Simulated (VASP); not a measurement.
# Sn (Fd-3m) in VASP: a series of runs

The runs below take Sn through single point, with PBE.

Everything below comes from runs of VASP 6.6.1. Logs are shortened: lines on timing, memory, paths and dates and some standing lists are left out, and cuts for length are marked.

## 1. The cell of the first run

It takes space group Fd-3m (No. 227, cubic). The conventional cell has a = 6.467 Å, b = 6.467 Å, c = 6.467 Å, α = 90.00°, β = 90.00°, γ = 90.00°. Within 3.7 Å of Sn (site symmetry -43m) lie 4 Sn at 2.80 Å.

## 2. Single point, PBE

INCAR reads:

```
SYSTEM = Sn
PREC = Accurate
ENCUT = 500
EDIFF = 1E-6
ISMEAR = 1
SIGMA = 0.1
LREAL = .FALSE.
LASPH = .TRUE.
NELM = 120
ALGO = Normal
ISIF = 2
LWAVE = .FALSE.
LCHARG = .FALSE.
GGA = PE
NBANDS = 21
GGA_COMPAT = .FALSE.
```

KPOINTS reads:

```
Automatic mesh
0
G
  2 2 2
  0 0 0
```

POSCAR reads:

```
Sn
1.0
    0.0000000000      3.2333430000      3.2333430000
    3.2333430000      0.0000000000      3.2333430000
    3.2333430000      3.2333430000      0.0000000000
Sn
2
Direct
    0.0000000000      0.0000000000      0.0000000000
    0.2500000000      0.2500000000      0.2500000000
```

Potentials or basis: VASP PAW PBE potentials, release 64 (Sn_d).

Run with:

```bash
cat potpaw_PBE.64/Sn_d/POTCAR > POTCAR
mpirun -np 1 vasp_std > vasp.out
```

OUTCAR:

```text
SYSTEM = Sn
   PREC = Accurate
   ENCUT = 500
   EDIFF = 1E-6
   ISMEAR = 1
   LREAL = .FALSE.
   LASPH = .TRUE.
   NELM = 120
   ISIF = 2
   GGA = PE

 ion  position               nearest neighbor table
   1  0.000  0.000  0.000-   2 2.80   2 2.80   2 2.80   2 2.80
   2  0.250  0.250  0.250-   1 2.80   1 2.80   1 2.80   1 2.80

  LATTYP: Found a face centered cubic cell.
 ALAT       =     6.4666860000

  Lattice vectors:

 A1 = (   0.0000000000,   3.2333430000,   3.2333430000)
 A2 = (   3.2333430000,   0.0000000000,   3.2333430000)
 A3 = (   3.2333430000,   3.2333430000,   0.0000000000)

Analysis of symmetry for initial positions (statically):
=====================================================================
 Subroutine PRICEL returns:
 Original cell was already a primitive cell.

 Routine SETGRP: Setting up the symmetry group for a
 face centered cubic supercell.

 Subroutine GETGRP returns: Found 48 space group operations
 (whereof 24 operations were pure point group operations)
 out of a pool of 48 trial point group operations.

The static configuration has the point symmetry T_d .
 The point group associated with its full space group is O_h .

Analysis of symmetry for dynamics (positions and initial velocities):
=====================================================================
 Subroutine PRICEL returns:
 Original cell was already a primitive cell.

 Routine SETGRP: Setting up the symmetry group for a
 face centered cubic supercell.

 Subroutine GETGRP returns: Found 48 space group operations
 (whereof 24 operations were pure point group operations)
 out of a pool of 48 trial point group operations.

The dynamic configuration has the point symmetry T_d .
 The point group associated with its full space group is O_h .

 Subroutine INISYM returns: Found 48 space group operations
 (whereof 24 operations are pure point group operations),
 and found     1 'primitive' translations

----------------------------------------------------------------------------------------

                                     Primitive cell

  volume of cell :      67.6060

  direct lattice vectors                    reciprocal lattice vectors
     0.000000000  3.233343000  3.233343000    -0.154638713  0.154638713  0.154638713
     3.233343000  0.000000000  3.233343000     0.154638713 -0.154638713  0.154638713
     3.233343000  3.233343000  0.000000000     0.154638713  0.154638713 -0.154638713

  length of vectors
     4.572637522  4.572637522  4.572637522     0.267842108  0.267842108  0.267842108

  position of ions in fractional coordinates (direct lattice)
     0.000000000  0.000000000  0.000000000
     0.250000000  0.250000000  0.250000000

  ion indices of the primitive-cell ions
   primitive index   ion index
                 1           1
                 2           2

----------------------------------------------------------------------------------------

 KPOINTS: Automatic mesh

Automatic generation of k-mesh.
 Grid dimensions read from file:
 generate k-points for:    2    2    2

 Generating k-lattice:

  Cartesian coordinates                     Fractional coordinates (reciprocal lattice)
    -0.077319356  0.077319356  0.077319356     0.500000000  0.000000000  0.000000000
     0.077319356 -0.077319356  0.077319356     0.000000000  0.500000000  0.000000000
     0.077319356  0.077319356 -0.077319356     0.000000000  0.000000000  0.500000000

  Length of vectors
     0.133921054  0.133921054  0.133921054

  Shift w.r.t. Gamma in fractional coordinates (k-lattice)
     0.000000000  0.000000000  0.000000000

 Subroutine IBZKPT returns following result:
 ===========================================

 Found      3 irreducible k-points:

 Following reciprocal coordinates:
            Coordinates               Weight
  0.000000  0.000000  0.000000      1.000000
  0.500000  0.000000  0.000000      4.000000
  0.500000  0.500000  0.000000      3.000000
   k-points           NKPTS =      3   k-points in BZ     NKDIM =      3   number of bands    NBANDS=     21
   number of dos      NEDOS =    301   number of ions     NIONS =      2
   total plane-waves  NPLWV =  46656
   dimension x,y,z NGX =    36 NGY =   36 NGZ =   36
   dimension x,y,z NGXF=    72 NGYF=   72 NGZF=   72
   ions per type =               2
   NGX,Y,Z   is equivalent  to a cutoff of  13.09, 13.09, 13.09 a.u.
   NGXF,Y,Z  is equivalent  to a cutoff of  26.18, 26.18, 26.18 a.u.
 SYSTEM =  Sn
   PREC   = accura    normal or accurate (medium, high low for compatibility)
   ISTART =      0    job   : 0-new  1-cont  2-samecut
   ICHARG =      2    charge: 1-file 2-atom 10-const
   ISPIN  =      1    spin polarized calculation?
   LNONCOLLINEAR =      F non collinear calculations
   LSORBIT =      F    spin-orbit coupling
   LASPH  =      T    aspherical Exc in radial PAW
   ENCUT  =  500.0 eV  36.75 Ry    6.06 a.u.   8.34  8.34  8.34*2*pi/ulx,y,z
   NELM   =    120;   NELMIN=  2; NELMDL= -5     # of ELM steps
   EDIFF  = 0.1E-05   stopping-criterion for ELM
   LREAL  =      F    real-space projection
   EDIFFG = 0.1E-04   stopping-criterion for IOM
   NSW    =      0    number of steps for IOM
   IBRION =     -1    ionic relax: 0-MD 1-quasi-New 2-CG
   NFREE  =      0    steps in history (QN), initial steepest desc. (CG)
   ISIF   =      2    stress and relaxation
   ISYM   =      2    0-nonsym 1-usesym 2-fastsym
   POTIM  = 0.5000    time-step for ionic-motion
   TEBEG  =    0.0;   TEEND  =   0.0 temperature during run
   PSTRESS=    0.0 pullay stress
   NELECT =      28.0000    total number of electrons
   NUPDOWN=      -1.0000    fix difference up-down
   EMIN   =  10.00;   EMAX   =-10.00  energy-range for DOS
   EFERMI =   0.00;   METHOD = LEGACY
   ISMEAR =     1;   SIGMA  =   0.10  broadening in eV -4-tet -1-fermi 0-gaus
   EFERMI_NEDOS =   21; number of points for ismear=-14 and -15
   IALGO  =     38    algorithm
   IMIX   =      4    mixing-type and parameters
     AMIX     =   0.40;   BMIX     =  1.00
     AMIX_MAG =   1.60;   BMIX_MAG =  1.00
  volume/ion in A,a.u.               =      33.80       228.11
  Fermi-wavevector in a.u.,A,eV,Ry     =   1.220298  2.306028 20.260790  1.489126
  Thomas-Fermi vector in A             =   2.355520
   LORBIT       =      0    0 simple, 1 ext, 2 COOP (PROOUT), +10 PAW based schemes
   GGA     = PE    functional components
   LHFCALC =     F    Hartree Fock is set to
   AEXX    =    0.0000 exact exchange contribution
   IVDW    =     0    specifies the selected vdW correction
   LEPSILON=     F    determine dielectric tensor
   LRPA    =     F    only Hartree local field effects (RPA)
 non-spin polarized calculation
 Methfessel and Paxton  Order N= 1 SIGMA  =   0.10
  energy-cutoff  :      500.00
  volume of cell :       67.61
 maximum number of plane-waves:      1759
 NGX is ok and might be reduce to    36
   NGX = 17   NGY = 17   NGZ = 17

 number of electron      28.0000008 magnetization

 Free energy of the ion-electron system (eV)
  ---------------------------------------------------
  ext. energy  EPLUGINS =         0.00000000
  ---------------------------------------------------
  free energy    TOTEN  =        -5.39079574 eV

  energy without entropy =       -5.37828085  energy(sigma->0) =       -5.38662411

 E-fermi :   5.8895     XC(G=0):  -8.8246

 val. band max:        5.3477521245   @ k =   0.0000   0.0000   0.0000
 cond. band min:       5.8903520507   @ k =   0.5000   0.0000   0.0000
 fundamental gap:      0.5425999262
 Fermi energy:         5.8895068882

 k-point     1 :       0.0000    0.0000    0.0000
  band No.  band energies     occupation
      1     -15.6643      2.00000
      2     -15.6643      2.00000
      3     -15.6643      2.00000
      4     -15.6045      2.00000
      5     -15.6045      2.00000
      6     -15.2828      2.00000
[... 13 lines left out ...]
     20      13.8163      0.00000
     21      13.8163      0.00000

 k-point     2 :       0.5000    0.0000    0.0000
  band No.  band energies     occupation
      1     -15.7019      2.00000
      2     -15.7019      2.00000
      3     -15.6371      2.00000
      4     -15.5414      2.00000
      5     -15.5414      2.00000
      6     -15.3436      2.00000
[... 13 lines left out ...]
     20      14.6749      0.00000
     21      14.6749      0.00000

 k-point     3 :       0.5000    0.5000    0.0000
  band No.  band energies     occupation
      1     -15.7175      2.00000
      2     -15.7175      2.00000
      3     -15.5796      2.00000
      4     -15.5796      2.00000
      5     -15.4360      2.00000
      6     -15.4360      2.00000
[... 13 lines left out ...]
     20      15.2949      0.00000
     21      16.3457      0.00000

------------------------ aborting loop because EDIFF is reached ----------------------------------------

  FORCE on cell =-STRESS in cart. coord.  units (eV):
  Direction    XX          YY          ZZ          XY          YZ          ZX
  --------------------------------------------------------------------------------------
  -------------------------------------------------------------------------------------
  Total        5.5508603      5.5508603      5.5508603      0.0000000      0.0000000      0.0000000
  in kB      131.5483938    131.5483938    131.5483938      0.0000000      0.0000000      0.0000000
  external PRESSURE =     131.5483938 kB  Pullay stress =       0.0000000 kB

 VOLUME and BASIS-vectors are now :
 -----------------------------------------------------------------------------
  energy-cutoff  :      500.00
  volume of cell :       67.61
      direct lattice vectors                 reciprocal lattice vectors
     0.000000000  3.233343000  3.233343000    -0.154638713  0.154638713  0.154638713
     3.233343000  0.000000000  3.233343000     0.154638713 -0.154638713  0.154638713
     3.233343000  3.233343000  0.000000000     0.154638713  0.154638713 -0.154638713

 POSITION                                       TOTAL-FORCE (eV/Angst)
 -----------------------------------------------------------------------------------
      0.00000      0.00000      0.00000         0.000000     -0.000000     -0.000000
      1.61667      1.61667      1.61667        -0.000000      0.000000      0.000000
 -----------------------------------------------------------------------------------
    total drift:                                0.000000      0.000000      0.000000

  FREE ENERGIE OF THE ION-ELECTRON SYSTEM (eV)
  ---------------------------------------------------
  free  energy   TOTEN  =        -5.3907957354 eV

  energy  without entropy=       -5.3782808473  energy(sigma->0) =       -5.38662411
```

It took 6.6 s on 1 thread of Intel Xeon Platinum 8488C (Sapphire Rapids), shared host; peak memory 0.19 GiB.

What came out:

| Quantity | Value |
| --- | --- |
| Free energy | -5.3908 eV |
| Pressure | 13.2 GPa |
| Band gap on the k mesh | zero (band 14 reaches 5.97 eV, above the bottom of band 15 at 5.89 eV) |

Caveat: the k points lie up to 0.84 Å⁻¹ apart; spin-orbit coupling is left out, which moves the levels of the heavy elements.

## 3. Single point, PBE

INCAR reads:

```
SYSTEM = Sn
  PREC = Accurate
  ENCUT = 500
  EDIFF = 1E-6
  ISMEAR = 1
  SIGMA = 0.1
  LREAL = .FALSE.
  LASPH = .TRUE.
  NELM = 120
  ALGO = Normal
  ISIF = 2
  LWAVE = .FALSE.
  LCHARG = .TRUE.
  GGA = PE
  LELF = .TRUE.
  LVHAR = .TRUE.
  NBANDS = 21
  GGA_COMPAT = .FALSE.
```

KPOINTS reads:

```
regular mesh
0
G
  3 3 3
  0 0 0
```

POSCAR is that of step 2.

Potentials or basis: VASP PAW PBE potentials, release 64 (Sn_d).

Run with:

```bash
cat potpaw_PBE.64/Sn_d/POTCAR > POTCAR
mpirun -np 1 vasp_std > vasp.out
```

Run time: 10 s. Hardware: 1 thread of Intel Xeon Platinum 8488C (Sapphire Rapids), shared host; peak memory 0.19 GiB.

Results (log left out):

- Free energy: -7.0274 eV
- Pressure: 5.4 GPa
- Band gap on the k mesh: zero (filled and empty bands touch)

Levels at points of the mesh, in eV from the Fermi level:
```
           k point  band 12  band 13  band 14  band 15  band 16  band 17
(0.00, 0.00, 0.00)    -0.65    -0.02    -0.02    -0.02     2.03     2.03
```

Caveat: the k points lie up to 0.56 Å⁻¹ apart; spin-orbit coupling is left out, which moves the levels of the heavy elements.

## 4. Single point, PBE

INCAR reads:

```
SYSTEM = Sn
PREC     = Accurate       ! precision mode
ENCUT    = 500            ! plane-wave cutoff, eV
EDIFF    = 1E-6           ! SCF threshold, eV
ISMEAR   = 1              ! smearing method
SIGMA    = 0.1            ! smearing width, eV
LREAL    = .FALSE.        ! projectors in reciprocal space
LASPH    = .TRUE.         ! aspherical terms in the spheres
NELM     = 120            ! most SCF steps
ALGO     = Normal         ! electronic algorithm
ISIF     = 2              ! what is computed and relaxed
LWAVE    = .FALSE.        ! write WAVECAR
LCHARG   = .TRUE.         ! write CHGCAR
GGA      = PE             ! functional
LELF     = .TRUE.         ! ELF
LVHAR    = .TRUE.       
NBANDS   = 21             ! bands
GGA_COMPAT= .FALSE.
```

KPOINTS reads:

```
Automatic mesh
0
G
  4 4 4
  0 0 0
```

POSCAR is that of step 3.

Run with:

```bash
cat potpaw_PBE.64/Sn_d/POTCAR > POTCAR
mpirun -np 1 vasp_std > vasp.out
```

Wall time 14 s (1 thread of Intel Xeon Platinum 8488C (Sapphire Rapids), shared host); peak memory 0.19 GiB.

It converged, with:

```yaml
Free_energy: -7.4281 eV
Pressure: 4.5 GPa
Band_gap_on_the_k_mesh: zero (band 14 reaches 5.87 eV, above the bottom of band 15 at 5.79 eV)
```

Levels at points of the mesh, in eV from the Fermi level:
```csv
k point,band 12,band 13,band 14,band 15,band 16,band 17
"(0.00, 0.00, 0.00)",-0.57,0.07,0.07,0.07,2.14,2.14
"(0.50, 0.00, 0.00)",-6.35,-1.15,-1.15,0.00,3.22,3.22
"(0.50, 0.50, 0.00)",-7.56,-2.51,-2.51,0.80,0.80,7.78
```

Caveat: the k points lie up to 0.42 Å⁻¹ apart; spin-orbit coupling is left out, which moves the levels of the heavy elements.

## 5. Single point, PBE

INCAR reads:

```
SYSTEM = Sn
PREC = Accurate
ENCUT = 500
EDIFF = 1E-6
ISMEAR = 1
SIGMA = 0.1
LREAL = .False.
LASPH = .True.
NELM = 120
ALGO = Normal
ISIF = 2
LWAVE = .False.
LCHARG = .False.
GGA = PE
NBANDS = 21
GGA_COMPAT = .False.
```

KPOINTS reads:

```
regular mesh
0
Gamma
  5 5 5
  0 0 0
```

POSCAR is that of step 4.

Run with:

```bash
cat potpaw_PBE.64/Sn_d/POTCAR > POTCAR
mpirun -np 1 vasp_std > vasp.out
```

Run time: 16 s. Hardware: 1 thread of Intel Xeon Platinum 8488C (Sapphire Rapids), shared host; peak memory 0.2 GiB.

Results (log left out):

```
Free energy            : -7.5466 eV
Pressure               : 4.0 GPa
Band gap on the k mesh : zero (band 14 reaches 5.85 eV, above the bottom of band 15 at 5.84 eV)
```

Levels at points of the mesh, in eV from the Fermi level:
```tsv
k point	band 12	band 13	band 14	band 15	band 16	band 17
(0.00, 0.00, 0.00)	-0.60	0.05	0.05	0.05	2.12	2.12
```

Caveat: spin-orbit coupling is left out, which moves the levels of the heavy elements.

## 6. The runs side by side

```csv
k mesh,gap on the mesh (eV),pressure (GPa)
2 × 2 × 2,none,13.2
3 × 3 × 3,none,5.4
4 × 4 × 4,none,4.5
5 × 5 × 5,none,4.0
```

Alike in all rows: task single point; level PBE; potentials or basis VASP PAW PBE potentials, release 64 (Sn_d); no spin polarisation; cell as given; cutoff (eV) 500; smearing methfessel-paxton 0.1 eV.

Caveats: some runs use coarse meshes; spin-orbit coupling is left out, which moves the levels of the heavy elements.

Total energies depend on the potentials used, so only differences within one code and one set of settings carry meaning.
